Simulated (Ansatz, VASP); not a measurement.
**One calculation of C, two programs**

Contents of INCAR:

```
SYSTEM = C
PREC = Accurate
ENCUT = 520
EDIFF = 1E-7
ISMEAR = 0
SIGMA = 0.1
LREAL = .False.
LASPH = .True.
NELM = 150
ALGO = Normal
ISIF = 2
LWAVE = .False.
LCHARG = .True.
ISPIN = 2
MAGMOM = 1 1 1
LORBIT = 11
GGA = PE
LELF = .True.
LVHAR = .True.
NBANDS = 17
```

The input KPOINTS:

```
Automatic mesh
0
Gamma
  8 8 8
  0 0 0
```

File POSCAR:

```
C
1.0
    0.0000000000      2.3007846000      2.3264946500
    1.8812766300      0.0000000000      2.3264946500
    1.8812766300      2.3007846000      0.0000000000
C
3
Direct
    0.2500000000      0.2500000000      0.2500000000
    0.7500000000      0.7500000000      0.7500000000
    0.5000000000      0.5000000000      0.5000000000
```

Input for Ansatz:

```yaml
crystal:
  lattice:
    - [0.0, 2.3007846, 2.32649465]
    - [1.88127663, 0.0, 2.32649465]
    - [1.88127663, 2.3007846, 0.0]
  atoms:
    - { symbol: C, position: [0.25, 0.25, 0.25], spin: 1.0 }
    - { symbol: C, position: [0.75, 0.75, 0.75], spin: 1.0 }
    - { symbol: C, position: [0.5, 0.5, 0.5], spin: 1.0 }
basis:
  ecutwfc: 420
kpoints:
  mp_grid: { grid: [8, 8, 8] }
hamiltonian:
  xc: pbe
scf:
  occupations: { method: gaussian, width: 0.1 }
  lower_state_search: "off"
output:
  forces: true
  stress: true
  eigenvalues: true
  populations: true
magnetization:
  spin_polarized: true
```

Alike in both runs: task single point; functional PBE; k mesh 8 × 8 × 8; occupations gaussian, width 0.1 eV; collinear spin.

|  | VASP | Ansatz |
| --- | --- | --- |
| version | VASP 6.6.1 | Ansatz 0.2.0 |
| potentials or method | VASP PAW PBE potentials, release 64 (C), cutoff 520 eV | scalar-relativistic, plane waves, PAW |
| valence electrons in the cell | 12 | 12 |

VASP gave:

- gap on the k mesh at the Fermi level (eV): none
- pressure (GPa): -4.4
- traceless stress, the component that is largest in VASP (GPa): -29.65
- net moment per atom (μB): 0.00

Task: Estimate Ansatz's values.

Result: gap on the k mesh at the Fermi level (eV): none; pressure (GPa): -4.5; traceless stress, the component that is largest in VASP (GPa): -29.68; net moment per atom (μB): 0.00.

A gap of «none» marks a metal or a gap that the smearing closes. The functional is the same, so the differences come from potentials, cutoffs and numerics. Ansatz's warnings: seeded moment not kept.
